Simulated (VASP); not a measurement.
Set up this calculation in VASP 6.6.1, as the native input.

* Task: single point
* Functional: PBEsol
* Potentials or basis: VASP PAW PBE potentials, release 64 (B, N)
* Cutoff: 520 eV
* k mesh: 12 × 12 × 12
* Occupations: gaussian, width 0.01 eV
* Spin: no spin polarisation
* Dipole correction: no
* Further INCAR settings: ALGO = Normal; EDIFF = 1e-07; NBANDS = 11

The structure of BN lies in POSCAR:

```
BN
1.0
    1.2520795491      0.7228884647      3.4949145914
   -1.2520795491      0.7228884647      3.4949145914
    0.0000000000     -1.4457769294      3.4949145914
B N
1 1
Direct
    0.9996198853      0.9996198853      0.9996198853
    0.3328131147      0.3328131147      0.3328131147
```

The input as run:

INCAR

```
ALGO = Normal ; EDIFF = 1E-7
ENCUT = 520 ; GGA = PS
ISIF = 2 ; ISMEAR = 0
LASPH = T ; LCHARG = F
LREAL = F ; LWAVE = F
NBANDS = 11 ; NELM = 100
PREC = Accurate ; SIGMA = 0.01
```

KPOINTS

```
k-points
0
Gamma
  12 12 12
```

Potentials or basis: VASP PAW PBE potentials, release 64 (B, N).

The run is started by

```bash
$ cat potpaw_PBE.64/B/POTCAR potpaw_PBE.64/N/POTCAR > POTCAR
$ mpirun -np 1 vasp_std > vasp.out
```

Results of the run:

```yaml
Pressure: 0.3 GPa
Band_gap_on_the_k_mesh: 4.24 eV, indirect (least direct gap 4.63 eV)
```

Caveat: the PAW data sets were made with another functional, which shifts forces and pressure a little.

Wall time 46 s on 1 thread of Intel(R) Xeon(R) Platinum 8488C (Sapphire Rapids) (shared host), peak memory 0.17 GiB.
